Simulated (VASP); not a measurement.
Input of a VASP 6.6.1 run:

The input INCAR:

```
ALGO = Normal ; EDIFF = 1E-8
ENCUT = 600 ; GGA = CA
IBRION = 6 ; ISIF = 3
ISMEAR = 0 ; LASPH = True
LCHARG = False ; LREAL = False
LWAVE = False ; NBANDS = 11
NELM = 100 ; NFREE = 2
NSW = 1 ; POTIM = 0.015
PREC = Accurate ; SIGMA = 0.01
```

File KPOINTS:

```
k-points
0
Gamma
  12 12 12
```

Contents of POSCAR:

```
Si
1.0
    0.0000000000      2.6749058446      2.6749058446
    2.6749058446      0.0000000000      2.6749058446
    2.6749058446      2.6749058446      0.0000000000
Si
2
Direct
    0.5000000000      0.5000000000      0.5000000000
    0.7500000000      0.7500000000      0.7500000000
```

Potentials or basis: VASP PAW LDA potentials, release 64 (Si).

Command:

```sh
$ cat potpaw_LDA.64/Si/POTCAR > POTCAR
$ mpirun -np 1 vasp_std > vasp.out
```

Task: Predict the elastic constants C11, C12, C44.

Result: 171, 74, 78 GPa.

Task: Estimate the Voigt bulk modulus.

Result: 106 GPa.

Task: Predict the highest phonon frequency at Γ.

Result: 528 cm⁻¹.

Elastic tensor in Voigt notation (GPa, in the Cartesian axes of the cell as first typed):
```
171  74  74   0   0   0
 74 171  74   0   0   0
 74  74 171   0   0   0
  0   0   0  78   0   0
  0   0   0   0  78   0
  0   0   0   0   0  78
```

Caveat: the cell is under stress, which shifts elastic constants.
